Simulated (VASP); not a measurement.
# SiW3 in VASP: notebook, part 2 of 2

VASP 6.6.1.

### Step 3. Single point, PBE (strain +0.050 along x and y, +0.050 along z)

INCAR reads:

```
PREC = Accurate
ENCUT = 520
EDIFF = 1E-6
ISMEAR = 0
SIGMA = 0.15
LREAL = False
LASPH = True
NELM = 100
ALGO = Fast
ISIF = 2
LWAVE = False
LCHARG = False
GGA = PE
NBANDS = 31
```

KPOINTS reads:

```
regular mesh
0
Gamma
  14 14 14
```

POSCAR reads:

```
SiW3
1.0
   -2.7339545003      2.7339545003      2.7339545003
    2.7339545003     -2.7339545003      2.7339545003
    2.7339545003      2.7339545003     -2.7339545003
Si W
1 3
Direct
    0.0000000000      0.0000000000      0.0000000000
    0.5000000000      0.5000000000      0.0000000000
    0.5000000000      0.0000000000      0.5000000000
    0.0000000000      0.5000000000      0.5000000000
```

Potentials or basis: VASP PAW PBE potentials, release 64 (Si, W_sv).

Command:

```sh
$ cat potpaw_PBE.64/Si/POTCAR potpaw_PBE.64/W_sv/POTCAR > POTCAR
$ mpirun -np 1 vasp_std > vasp.out
```

OUTCAR:

```text
PREC = Accurate
   ENCUT = 520
   EDIFF = 1E-6
   ISMEAR = 0
   LREAL = False
   LASPH = True
   NELM = 100
   ISIF = 2
   GGA = PE

 ion  position               nearest neighbor table
   1  0.000  0.000  0.000-   2 2.73   3 2.73   4 2.73   4 2.73   3 2.73   2 2.73
   2  0.500  0.500  0.000-   1 2.73   3 2.73   4 2.73   3 2.73   4 2.73   1 2.73
   3  0.500  0.000  0.500-   1 2.73   2 2.73   4 2.73   2 2.73   1 2.73   4 2.73
   4  0.000  0.500  0.500-   1 2.73   2 2.73   3 2.73   1 2.73   2 2.73   3 2.73

  LATTYP: Found a body centered cubic cell.
 ALAT       =     5.4679090006

  Lattice vectors:

 A1 = (  -2.7339545003,   2.7339545003,   2.7339545003)
 A2 = (   2.7339545003,  -2.7339545003,   2.7339545003)
 A3 = (   2.7339545003,   2.7339545003,  -2.7339545003)

Analysis of symmetry for initial positions (statically):
=====================================================================
 Subroutine PRICEL returns:
 Original cell was already a primitive cell.

 Routine SETGRP: Setting up the symmetry group for a
 body centered cubic supercell.

 Subroutine GETGRP returns: Found 48 space group operations
 (whereof 48 operations were pure point group operations)
 out of a pool of 48 trial point group operations.

The static configuration has the point symmetry O_h .

Analysis of symmetry for dynamics (positions and initial velocities):
=====================================================================
 Subroutine PRICEL returns:
 Original cell was already a primitive cell.

 Routine SETGRP: Setting up the symmetry group for a
 body centered cubic supercell.

 Subroutine GETGRP returns: Found 48 space group operations
 (whereof 48 operations were pure point group operations)
 out of a pool of 48 trial point group operations.

[... 120 lines left out ...]
   EFERMI_NEDOS =   21; number of points for ismear=-14 and -15
   IALGO  =     68    algorithm
   IMIX   =      4    mixing-type and parameters
     AMIX     =   0.40;   BMIX     =  1.00
     AMIX_MAG =   1.60;   BMIX_MAG =  1.00
  volume/ion in A,a.u.               =      20.43       137.90
  Fermi-wavevector in a.u.,A,eV,Ry     =   1.351604  2.554161 24.855580  1.826834
  Thomas-Fermi vector in A             =   2.479012
   LORBIT       =      0    0 simple, 1 ext, 2 COOP (PROOUT), +10 PAW based schemes
   GGA     = PE    functional components
   LHFCALC =     F    Hartree Fock is set to
   AEXX    =    0.0000 exact exchange contribution
   IVDW    =     0    specifies the selected vdW correction
   LEPSILON=     F    determine dielectric tensor
   LRPA    =     F    only Hartree local field effects (RPA)
 non-spin polarized calculation
 RMM-DIIS sequential band-by-band and
 Gauss-broadening in eV      SIGMA  =   0.15
  energy-cutoff  :      520.00
  volume of cell :       81.74
 maximum number of plane-waves:      2226
   NGX = 17   NGY = 17   NGZ = 17

 number of electron      46.0000005 magnetization

 Free energy of the ion-electron system (eV)
  ---------------------------------------------------
  ext. energy  EPLUGINS =         0.00000000
  ---------------------------------------------------
  free energy    TOTEN  =       -38.13029914 eV

  energy without entropy =      -38.05592761  energy(sigma->0) =      -38.09311337

 E-fermi :   7.3433     XC(G=0): -11.5358

 val. band max:        7.3422636776   @ k =   0.2857   0.2857   0.0714
 cond. band min:       7.3437251601   @ k =   0.3571   0.2857   0.0000
 fundamental gap:      0.0014614825
 Fermi energy:         7.3432637963

 k-point     1 :       0.0000    0.0000    0.0000
  band No.  band energies     occupation
      1     -66.8293      2.00000
      2     -66.7405      2.00000
      3     -66.7405      2.00000
      4     -31.3015      2.00000
      5     -31.3015      2.00000
      6     -31.3015      2.00000
[... 805 lines left out ...]
     30       9.5556      0.00000
     31      10.3462      0.00000

 [... further k-points ...]

------------------------ aborting loop because EDIFF is reached ----------------------------------------

  FORCE on cell =-STRESS in cart. coord.  units (eV):
  Direction    XX          YY          ZZ          XY          YZ          ZX
  --------------------------------------------------------------------------------------
  -------------------------------------------------------------------------------------
  Total      -10.2649351    -10.2649351    -10.2649351     -0.0000000      0.0000000     -0.0000000
  in kB     -201.2023053   -201.2023053   -201.2023053     -0.0000000      0.0000000     -0.0000000
  external PRESSURE =    -201.2023053 kB  Pullay stress =       0.0000000 kB

 VOLUME and BASIS-vectors are now :
 -----------------------------------------------------------------------------
  energy-cutoff  :      520.00
  volume of cell :       81.74
      direct lattice vectors                 reciprocal lattice vectors
    -2.733954500  2.733954500  2.733954500     0.000000000  0.182885267  0.182885267
     2.733954500 -2.733954500  2.733954500     0.182885267  0.000000000  0.182885267
     2.733954500  2.733954500 -2.733954500     0.182885267  0.182885267  0.000000000

 POSITION                                       TOTAL-FORCE (eV/Angst)
 -----------------------------------------------------------------------------------
      0.00000      0.00000      0.00000         0.000000     -0.000000      0.000000
      0.00000      0.00000      2.73395         0.000000      0.000000     -0.000000
      0.00000      2.73395      0.00000        -0.000000      0.000000     -0.000000
      2.73395      0.00000      0.00000        -0.000000     -0.000000      0.000000
 -----------------------------------------------------------------------------------
    total drift:                                0.000000      0.000000     -0.000000

  FREE ENERGIE OF THE ION-ELECTRON SYSTEM (eV)
  ---------------------------------------------------
  free  energy   TOTEN  =       -38.1302991415 eV

  energy  without entropy=      -38.0559276075  energy(sigma->0) =      -38.09311337
```

Run time: 1.8 min. Hardware: 1 thread of Intel Xeon 6975P-C (Granite Rapids), shared host; peak memory 0.35 GiB.

What came out:

```
Free energy            : -38.1303 eV
Pressure               : -20.1 GPa
Band gap on the k mesh : zero (bands 23 and 24 overlap by 1.43 eV)
```

Caveat: the cell differs from its parent crystal (strain +0.050 along x and y, +0.050 along z); the cell stands under tension; spin-orbit coupling is left out, which moves the levels of the heavy elements.

### Step 4. Single point, PBE (strain -0.050 along x and y, -0.025 along z)

INCAR reads:

```
PREC     = Accurate       # precision mode
ENCUT    = 520            # plane-wave cutoff, eV
EDIFF    = 1E-6           # SCF threshold, eV
ISMEAR   = 0              # smearing method
SIGMA    = 0.15           # smearing width, eV
LREAL    = False          # projectors in reciprocal space
LASPH    = True           # aspherical terms in the spheres
NELM     = 60             # most SCF steps
ALGO     = Fast           # electronic algorithm
ISIF     = 2              # what is computed and relaxed
LWAVE    = False          # write WAVECAR
LCHARG   = False          # write CHGCAR
GGA      = PE             # functional
NBANDS   = 31             # bands
```

KPOINTS reads:

```
Automatic mesh
0
Gamma
  14 14 14
```

POSCAR reads:

```
SiW3
1.0
   -2.4735778813      2.4735778813      2.5386720360
    2.4735778813     -2.4735778813      2.5386720360
    2.4735778813      2.4735778813     -2.5386720360
Si W
1 3
Direct
    0.0000000000      0.0000000000      0.0000000000
    0.5000000000      0.5000000000      0.0000000000
    0.5000000000      0.0000000000      0.5000000000
    0.0000000000      0.5000000000      0.5000000000
```

Command:

```sh
$ cat potpaw_PBE.64/Si/POTCAR potpaw_PBE.64/W_sv/POTCAR > POTCAR
$ mpirun -np 1 vasp_std > vasp.out
```

It took 2.4 min on 1 thread of Intel Xeon 6975P-C (Granite Rapids), shared host; peak memory 0.46 GiB.

Results (log left out):

- Free energy: -38.0779 eV
- Pressure: 33.0 GPa
- Band gap on the k mesh: zero (bands 23 and 24 overlap by 1.96 eV)

Stress tensor (GPa, compression positive):
```
37.65  0.00  0.00
 0.00 37.65  0.00
 0.00  0.00 23.63
```

Levels at points of the mesh, in eV from the Fermi level:
```tsv
k point	band 21	band 22	band 23	band 24	band 25	band 26
(0.00, 0.00, 0.00)	-0.30	-0.30	0.55	0.58	2.22	2.22
(0.50, 0.00, 0.00)	-1.06	-0.44	-0.42	-0.41	-0.29	0.85
(0.50, 0.50, 0.00)	-1.03	-0.51	-0.49	-0.36	-0.24	1.06
(0.50, 0.50, 0.50)	-2.90	-2.90	-0.03	0.05	1.18	1.18
```

Caveat: the cell differs from its parent crystal (strain -0.050 along x and y, -0.025 along z); the stress differs along the axes, from 24 to 38 GPa; spin-orbit coupling is left out, which moves the levels of the heavy elements.

### Step 5. Single point, PBE (strain +0.025 along x and y, +0.000 along z)

INCAR reads:

```
SYSTEM = SiW3
PREC = Accurate ; ENCUT = 520
EDIFF = 1E-6 ; ISMEAR = 0
SIGMA = 0.15 ; LREAL = .False.
LASPH = .True. ; NELM = 60
ALGO = Fast ; ISIF = 2
LWAVE = .False. ; LCHARG = .False.
GGA = PE ; NBANDS = 31
```

KPOINTS reads:

```
Automatic mesh
0
Gamma
  14 14 14
  0 0 0
```

POSCAR reads:

```
SiW3
1.0
   -2.6688603456      2.6688603456      2.6037661908
    2.6688603456     -2.6688603456      2.6037661908
    2.6688603456      2.6688603456     -2.6037661908
Si W
1 3
Direct
    0.0000000000      0.0000000000      0.0000000000
    0.5000000000      0.5000000000      0.0000000000
    0.5000000000      0.0000000000      0.5000000000
    0.0000000000      0.5000000000      0.5000000000
```

Command:

```sh
$ cat potpaw_PBE.64/Si/POTCAR potpaw_PBE.64/W_sv/POTCAR > POTCAR
$ mpirun -np 1 vasp_std > vasp.out
```

It took 7.3 min on 1 thread of AMD EPYC 9R45 (Zen 5), shared host; peak memory 0.5 GiB.

The run converged. Its results:

```yaml
Free_energy: -38.7976 eV
Pressure: -8.0 GPa
Band_gap_on_the_k_mesh: zero (bands 23 and 24 overlap by 1.63 eV)
```

Stress tensor (GPa, compression positive):
```
-10.07   0.00   0.00
  0.00 -10.07   0.00
  0.00   0.00  -3.74
```

Levels at points of the mesh, in eV from the Fermi level:
| k point | band 20 | band 21 | band 22 | band 23 | band 24 | band 25 | band 26 | band 27 |
| --- | --- | --- | --- | --- | --- | --- | --- | --- |
| (0.00, 0.00, 0.00) | -0.34 | -0.34 | -0.31 | 0.36 | 0.39 | 1.79 | 1.79 | 1.81 |
| (0.50, 0.00, 0.00) | -1.60 | -1.08 | -0.49 | -0.41 | -0.39 | -0.11 | 0.75 | 1.64 |
| (0.50, 0.50, 0.00) | -1.75 | -1.06 | -0.44 | -0.42 | -0.33 | -0.18 | 0.60 | 1.65 |
| (0.50, 0.50, 0.50) | -2.70 | -2.60 | -2.53 | -0.01 | 0.02 | 0.99 | 1.11 | 1.11 |

Caveat: the cell differs from its parent crystal (strain +0.025 along x and y, +0.000 along z); the stress differs along the axes, from -10 to -4 GPa; spin-orbit coupling is left out, which moves the levels of the heavy elements.

### Step 6. Summary

```csv
cell,gap on the mesh (eV),pressure (GPa)
"a = 4.397 Å, angles 109.5°, 4 atoms",none,17.6
"a = 4.735 Å, angles 109.5°, 4 atoms",none,-20.1
"a = 4.322 Å, angles 110.2, 110.2, 108.1°, 4 atoms",none,33.0
"a = 4.585 Å, angles 108.8, 108.8, 110.8°, 4 atoms",none,-8.0
```

Alike in all rows: task single point; level PBE; potentials or basis VASP PAW PBE potentials, release 64 (Si, W_sv); no spin polarisation; k mesh 14 × 14 × 14; cutoff (eV) 520; smearing gaussian 0.15 eV.

Caveats: spin-orbit coupling is left out, which moves the levels of the heavy elements; the cell stands under pressure (at least some runs); the cell stands under tension (at least some runs); the stress differs along the axes, from 24 to 38 GPa (at least some runs); the stress differs along the axes, from -10 to -4 GPa (at least some runs).

Absolute energies hang on the potentials; compare differences alone.
